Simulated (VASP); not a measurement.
# TiSi4Ni3: single point with PBE

TiSi4Ni3:

```
Ti Si Ni
1.0
    -3.74641    0.00001    0.00000
    -0.00032    0.00302   -4.71418
    -0.00008   -5.81034    0.00409
Ti Si Ni
1 4 3
Direct
  0.49994 0.47262 0.99998
  0.99999 0.36211 0.29339
  0.99998 0.36139 0.70684
  0.50006 0.95346 0.75993
  0.50004 0.95399 0.24030
  0.99996 0.92583 0.49922
  0.50000 0.56684 0.50003
  0.00003 0.99777 0.00031
```

- Program: VASP 6.6.1
- Task: single point
- Functional: PBE
- Potentials or basis: VASP PAW PBE potentials, release 64 (Ti_sv, Si, Ni)
- Cutoff: 520 eV
- k mesh: 6 × 6 × 4
- Occupations: gaussian, width 0.2 eV
- Spin: no spin polarisation
- Dipole correction: no
- Further INCAR settings: ALGO = Normal; EDIFF = 1e-06; NBANDS = 39

```
Pressure               : -0.1 GPa
Largest force          : 0.020 eV/Å
Band gap on the k mesh : zero (bands 29 and 30 overlap by 1.22 eV)
```

Forces in eV/Å, atoms in the order of the input:
```
Ti  -0.001 -0.001  0.002
Si   0.000  0.000  0.006
Si   0.000  0.003  0.006
Si   0.001 -0.004 -0.019
Si   0.001  0.005 -0.018
Ni  -0.001 -0.005  0.017
Ni   0.000 -0.001  0.008
Ni   0.000  0.003 -0.002
```

Stress tensor (GPa, compression positive):
```
-0.17  0.00  0.00
 0.00 -0.08  0.02
 0.00  0.02  0.05
```

Levels at points of the mesh, in eV from the Fermi level:
```
           k point  band 27  band 28  band 29  band 30  band 31  band 32
(0.00, 0.00, 0.00)    -0.42    -0.39    -0.10     0.12     1.34     1.66
(0.50, 0.00, 0.00)    -1.06    -0.92    -0.82    -0.56     0.34     1.48
(0.00, 0.50, 0.00)    -1.00    -0.17     0.66     0.81     0.84     1.83
(0.50, 0.50, 0.00)    -1.37    -1.02    -0.76    -0.28     0.24     1.94
(0.00, 0.00, 0.50)    -0.99    -0.75    -0.22     0.79     0.95     1.20
(0.50, 0.00, 0.50)    -1.23    -0.75    -0.19     0.10     0.30     1.00
(0.00, 0.50, 0.50)    -0.80    -0.75     0.58     0.84     1.13     1.38
(0.50, 0.50, 0.50)    -1.38    -1.06     0.10     0.43     1.44     1.70
```

Run time: 4 min on 1 thread of AMD EPYC 9R45 96-Core Processor (Zen 5), on a shared host, peak memory 0.36 GiB.

Spin polarisation is off, so any magnetic state and its effect on volume and gap are missing.
